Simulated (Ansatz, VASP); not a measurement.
## O in VASP and in Ansatz

```
O
1.0
     1.42335    0.82177    3.40830
    -1.42335    0.82177    3.40830
     0.00000   -1.64354    3.40830
O
2
Direct
  0.05770 0.05770 0.05770
  0.94230 0.94230 0.94230
```

Alike in both runs: task single point; functional BLYP; k mesh 6 × 6 × 6; occupations gaussian, width 0.1 eV; no spin polarisation.

```csv
,VASP,Ansatz
version,VASP 6.6.1,Ansatz 0.2.0
potentials or method,"VASP PAW PBE potentials, release 64 (O), cutoff 600 eV","scalar-relativistic, plane waves, PAW"
valence electrons in the cell,12,12
```

|  | VASP | Ansatz | Ansatz less VASP |
| --- | --- | --- | --- |
| gap on the k mesh at the Fermi level (eV) | none | none | - |
| pressure (GPa) | 11.7 | 6.9 | -4.73 |
| traceless stress, the component that is largest in VASP (GPa) | 33.66 | 23.58 | -10.083 |
| rms of the force components (eV/Å) | 2.810 | 1.685 | -1.1248 |

VASP's potentials were made for PBE, not for BLYP. Atom by atom the forces differ by 1.125 eV/Å (rms over components). A gap of «none» marks a metal or a gap that the smearing closes.

The k mesh is coarse, so the values compare programs but aren't converged. Noted on VASP's run: the standard files for N, O and F lose accuracy on very short bonds; spin is off for a triplet molecule.
